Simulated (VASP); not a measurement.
# P (P6_3/mmc) in VASP: a series of runs, part 2 of 2

VASP 6.6.1. Earlier steps stand in the parts before.

### 4 Single point, revPBE (volume scaled by 1.08)

File INCAR:

```
  PREC = Accurate
  ENCUT = 520
  EDIFF = 1E-6
  ISMEAR = -1
  SIGMA = 0.1
  LREAL = F
  LASPH = T
  NELM = 60
  ALGO = Normal
  ISIF = 2
  LWAVE = F
  LCHARG = F
  GGA = RE
  NBANDS = 12
```

File KPOINTS:

```
Automatic mesh
0
Gamma
  12 12 11
```

File POSCAR:

```
P
1.0
    3.3865243192      0.0000000000      0.0000000000
   -1.6932621596      2.9328160910      0.0000000000
    0.0000000000      0.0000000000      3.3234090421
P
2
Direct
    0.3333333333      0.6666666667      0.2500000000
    0.6666666667      0.3333333333      0.7500000000
```

Potentials or basis: VASP PAW PBE potentials, release 64 (P).

Run with:

```
$ cat potpaw_PBE.64/P/POTCAR > POTCAR
$ mpirun -np 1 vasp_std > vasp.out
```

OUTCAR:

```text
PREC = Accurate
   ENCUT = 520
   EDIFF = 1E-6
   ISMEAR = -1
   LREAL = F
   LASPH = T
   NELM = 60
   ISIF = 2
   GGA = RE

 ion  position               nearest neighbor table
   1  0.333  0.667  0.250-   2 2.57   2 2.57   2 2.57   2 2.57   2 2.57   2 2.57
   2  0.667  0.333  0.750-   1 2.57   1 2.57   1 2.57   1 2.57   1 2.57   1 2.57

  LATTYP: Found a hexagonal cell.
 ALAT       =     3.3865243192
 C/A-ratio  =     0.9813628159

  Lattice vectors:

 A1 = (   3.3865243192,   0.0000000000,   0.0000000000)
 A2 = (  -1.6932621596,   2.9328160910,   0.0000000000)
 A3 = (   0.0000000000,   0.0000000000,   3.3234090421)

Analysis of symmetry for initial positions (statically):
=====================================================================
 Subroutine PRICEL returns:
 Original cell was already a primitive cell.

 Routine SETGRP: Setting up the symmetry group for a
 hexagonal supercell.

 Subroutine GETGRP returns: Found 24 space group operations
 (whereof 12 operations were pure point group operations)
 out of a pool of 24 trial point group operations.

The static configuration has the point symmetry D_3d.
 The point group associated with its full space group is D_6h.

Analysis of symmetry for dynamics (positions and initial velocities):
=====================================================================
 Subroutine PRICEL returns:
 Original cell was already a primitive cell.

 Routine SETGRP: Setting up the symmetry group for a
 hexagonal supercell.

 Subroutine GETGRP returns: Found 24 space group operations
 (whereof 12 operations were pure point group operations)
 out of a pool of 24 trial point group operations.

The dynamic configuration has the point symmetry D_3d.
 The point group associated with its full space group is D_6h.

 Subroutine INISYM returns: Found 24 space group operations
 (whereof 12 operations are pure point group operations),
 and found     1 'primitive' translations

----------------------------------------------------------------------------------------

                                     Primitive cell

  volume of cell :      33.0083

  direct lattice vectors                    reciprocal lattice vectors
     3.386524319  0.000000000  0.000000000     0.295288002  0.170484607  0.000000000
    -1.693262160  2.932816091  0.000000000     0.000000000  0.340969215  0.000000000
     0.000000000  0.000000000  3.323409042     0.000000000  0.000000000  0.300895853

  length of vectors
     3.386524319  3.386524319  3.323409042     0.340969215  0.340969215  0.300895853

  position of ions in fractional coordinates (direct lattice)
     0.333333333  0.666666667  0.250000000
     0.666666667  0.333333333  0.750000000

  ion indices of the primitive-cell ions
   primitive index   ion index
                 1           1
                 2           2

----------------------------------------------------------------------------------------

 KPOINTS: Automatic mesh

Automatic generation of k-mesh.
 Grid dimensions read from file:
 generate k-points for:   12   12   11

 Generating k-lattice:

  Cartesian coordinates                     Fractional coordinates (reciprocal lattice)
[... 41 lines left out ...]
 [... further k-points ...]
   k-points           NKPTS =    114   k-points in BZ     NKDIM =    114   number of bands    NBANDS=     12
   number of dos      NEDOS =    301   number of ions     NIONS =      2
   total plane-waves  NPLWV =  21952
   dimension x,y,z NGX =    28 NGY =   28 NGZ =   28
   dimension x,y,z NGXF=    56 NGYF=   56 NGZF=   56
   ions per type =               2
   NGX,Y,Z   is equivalent  to a cutoff of  13.75, 13.75, 14.01 a.u.
   NGXF,Y,Z  is equivalent  to a cutoff of  27.49, 27.49, 28.01 a.u.
 SYSTEM =  unknown system
   PREC   = accura    normal or accurate (medium, high low for compatibility)
   ISTART =      0    job   : 0-new  1-cont  2-samecut
   ICHARG =      2    charge: 1-file 2-atom 10-const
   ISPIN  =      1    spin polarized calculation?
   LNONCOLLINEAR =      F non collinear calculations
   LSORBIT =      F    spin-orbit coupling
   LASPH  =      T    aspherical Exc in radial PAW
   ENCUT  =  520.0 eV  38.22 Ry    6.18 a.u.   6.30  6.30  6.18*2*pi/ulx,y,z
   NELM   =     60;   NELMIN=  2; NELMDL= -5     # of ELM steps
   EDIFF  = 0.1E-05   stopping-criterion for ELM
   LREAL  =      F    real-space projection
   EDIFFG = 0.1E-04   stopping-criterion for IOM
   NSW    =      0    number of steps for IOM
   IBRION =     -1    ionic relax: 0-MD 1-quasi-New 2-CG
   NFREE  =      0    steps in history (QN), initial steepest desc. (CG)
   ISIF   =      2    stress and relaxation
   ISYM   =      2    0-nonsym 1-usesym 2-fastsym
   POTIM  = 0.5000    time-step for ionic-motion
   TEBEG  =    0.0;   TEEND  =   0.0 temperature during run
   PSTRESS=    0.0 pullay stress
   NELECT =      10.0000    total number of electrons
   NUPDOWN=      -1.0000    fix difference up-down
   EMIN   =  10.00;   EMAX   =-10.00  energy-range for DOS
   EFERMI =   0.00;   METHOD = LEGACY
   ISMEAR =    -1;   SIGMA  =   0.10  broadening in eV -4-tet -1-fermi 0-gaus
   EFERMI_NEDOS =   21; number of points for ismear=-14 and -15
   IALGO  =     38    algorithm
   IMIX   =      4    mixing-type and parameters
     AMIX     =   0.40;   BMIX     =  1.00
     AMIX_MAG =   1.60;   BMIX_MAG =  1.00
  volume/ion in A,a.u.               =      16.50       111.38
  Fermi-wavevector in a.u.,A,eV,Ry     =   1.099513  2.077779 16.448490  1.208930
  Thomas-Fermi vector in A             =   2.235909
   LORBIT       =      0    0 simple, 1 ext, 2 COOP (PROOUT), +10 PAW based schemes
   GGA     = RE    functional components
   LHFCALC =     F    Hartree Fock is set to
   AEXX    =    0.0000 exact exchange contribution
   IVDW    =     0    specifies the selected vdW correction
   LEPSILON=     F    determine dielectric tensor
   LRPA    =     F    only Hartree local field effects (RPA)
 non-spin polarized calculation
  energy-cutoff  :      520.00
  volume of cell :       33.01
 maximum number of plane-waves:       904
 NGX is ok and might be reduce to    28
   NGX = 13   NGY = 13   NGZ = 13

 number of electron      10.0000000 magnetization

 Free energy of the ion-electron system (eV)
  ---------------------------------------------------
  ext. energy  EPLUGINS =         0.00000000
  ---------------------------------------------------
  free energy    TOTEN  =        -9.25770690 eV

  energy without entropy =       -9.22951490  energy(sigma->0) =       -9.24361090

 E-fermi :   8.0450     XC(G=0): -10.7318

 val. band max:        8.0383446564   @ k =   0.2500  -0.0000   0.1818
 cond. band min:       8.0508385176   @ k =   0.0833  -0.0000   0.1818
 fundamental gap:      0.0124938612
 Fermi energy:         8.0450052848

 k-point     1 :       0.0000    0.0000    0.0000
  band No.  band energies     occupation
      1      -7.3281      2.00000
      2       4.0617      2.00000
      3       4.3993      2.00000
      4       6.4465      2.00000
      5       6.4465      2.00000
      6      10.2547      0.00000
      7      10.2547      0.00000
      8      11.1499      0.00000
      9      15.3216      0.00000
     10      16.7192      0.00000
     11      19.3698      0.00000
     12      19.3757      0.00000
[... 331 lines left out ...]
 k-point    24 :       0.3333    0.0000    0.0909
  band No.  band energies     occupation
      1      -5.6162      2.00000
      2      -0.3710      2.00000
      3       4.5175      2.00000
      4       4.8277      2.00000
      5       7.2304      1.99942
      6       9.3593      0.00000
      7      10.7719      0.00000
      8      12.8652      0.00000
      9      14.1487      0.00000
     10      17.4765      0.00000
     11      17.6895      0.00000
     12      19.1025      0.00000

 [... further k-points ...]

------------------------ aborting loop because EDIFF is reached ----------------------------------------

  FORCE on cell =-STRESS in cart. coord.  units (eV):
  Direction    XX          YY          ZZ          XY          YZ          ZX
  --------------------------------------------------------------------------------------
  -------------------------------------------------------------------------------------
  Total       -1.0170994     -1.0170994     -1.6370491     -0.0000000      0.0000000      0.0000000
  in kB      -49.3686371    -49.3686371    -79.4601645     -0.0000000      0.0000000      0.0000000
  external PRESSURE =     -59.3991462 kB  Pullay stress =       0.0000000 kB

 VOLUME and BASIS-vectors are now :
 -----------------------------------------------------------------------------
  energy-cutoff  :      520.00
  volume of cell :       33.01
      direct lattice vectors                 reciprocal lattice vectors
     3.386524319  0.000000000  0.000000000     0.295288002  0.170484607  0.000000000
    -1.693262160  2.932816091  0.000000000     0.000000000  0.340969215  0.000000000
     0.000000000  0.000000000  3.323409042     0.000000000  0.000000000  0.300895853

 POSITION                                       TOTAL-FORCE (eV/Angst)
 -----------------------------------------------------------------------------------
     -0.00000      1.95521      0.83085         0.000000      0.000000      0.000000
      1.69326      0.97761      2.49256        -0.000000     -0.000000      0.000000
 -----------------------------------------------------------------------------------
    total drift:                               -0.000000      0.000000      0.000000

  FREE ENERGIE OF THE ION-ELECTRON SYSTEM (eV)
  ---------------------------------------------------
  free  energy   TOTEN  =        -9.2577069021 eV

  energy  without entropy=       -9.2295148965  energy(sigma->0) =       -9.24361090
```

stdout:

```text
POSCAR found type information on POSCAR P
 POSCAR found :  1 types and       2 ions
 scaLAPACK will be used
 -----------------------------------------------------------------------------
|                                                                             |
|                                                                             |
|     You enforced a specific xc type in the INCAR file but a different       |
|     I HOPE YOU KNOW WHAT YOU ARE DOING!                                     |
|                                                                             |
 -----------------------------------------------------------------------------

 LDA part: xc-table for (Slater+PW92), standard interpolation
 POSCAR, INCAR and KPOINTS ok, starting setup
 FFT: planning ... GRIDC
 FFT: planning ... GRID_SOFT
 FFT: planning ... GRID
 WAVECAR not read
 entering main loop
```

It took 25 s on 1 thread of AMD EPYC 7R13 (Zen 3), shared host; peak memory 0.14 GiB.

Results:

| Property | Result |
| --- | --- |
| Free energy | -9.2577 eV |
| Pressure | -5.9 GPa |
| Band gap on the k mesh | zero (band 5 reaches 9.38 eV, above the bottom of band 6 at 5.12 eV) |

Stress tensor (GPa, compression positive):
```
-4.94  0.00  0.00
 0.00 -4.94  0.00
 0.00  0.00 -7.95
```

Caveat: the PAW data sets were made with another functional, which shifts forces and pressure a little.

### 5 Overview

| cell | gap on the mesh (eV) | pressure (GPa) |
| --- | --- | --- |
| a = 3.256, b = 3.256, c = 3.195 Å, angles 90.0, 90.0, 120.0°, 2 atoms | none | 3.7 |
| a = 3.301, b = 3.301, c = 3.239 Å, angles 90.0, 90.0, 120.0°, 2 atoms | none | -0.2 |
| a = 3.387, b = 3.387, c = 3.323 Å, angles 90.0, 90.0, 120.0°, 2 atoms | none | -5.9 |

Alike in all rows: task single point; level revPBE; potentials or basis VASP PAW PBE potentials, release 64 (P); no spin polarisation; k mesh 12 × 12 × 11; cutoff (eV) 520; smearing fermi-dirac 0.1 eV.

Caveats: the PAW data sets were made with another functional, which shifts forces and pressure a little.

Absolute energies hang on the potentials; compare differences alone.
